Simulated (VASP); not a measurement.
A run of VASP 6.6.1 is set up as follows.

The input INCAR:

```
SYSTEM = ZnS
PREC = Accurate
ENCUT = 500
EDIFF = 1E-6
ISMEAR = 0
SIGMA = 0.01
LREAL = .False.
LASPH = .True.
NELM = 120
ALGO = Normal
ISIF = 2
LWAVE = .False.
LCHARG = .False.
GGA = PS
NBANDS = 16
GGA_COMPAT = .False.
```

KPOINTS

```
regular mesh
0
Gamma
  8 8 8
  0 0 0
```

The input POSCAR:

```
ZnS
1.0
    0.0238832290      2.6755051742      2.6516219451
    2.6755051742      0.0238832290      2.6516219451
    2.6993884032      2.6993884032      0.0000000000
Zn S
1 1
Direct
    0.0017168716      0.0017168716     -0.0017168716
    0.2482831284      0.2482831284      0.2517168716
```

Potentials or basis: VASP PAW PBE potentials, release 64 (Zn, S).

Launch:

```sh
$ cat potpaw_PBE.64/Zn/POTCAR potpaw_PBE.64/S/POTCAR > POTCAR
$ mpirun -np 1 vasp_std > vasp.out
```

Problem. What does it give for the band gap on the k mesh?

Solution. 2.10 eV.

Problem. Estimate the pressure.

Solution. 1.2 GPa.

Stress tensor (GPa, compression positive):
```
 1.05 -0.87  0.00
-0.87  1.05  0.00
 0.00  0.00  1.41
```

Caveat: the PAW data sets were made with another functional, which shifts forces and pressure a little.
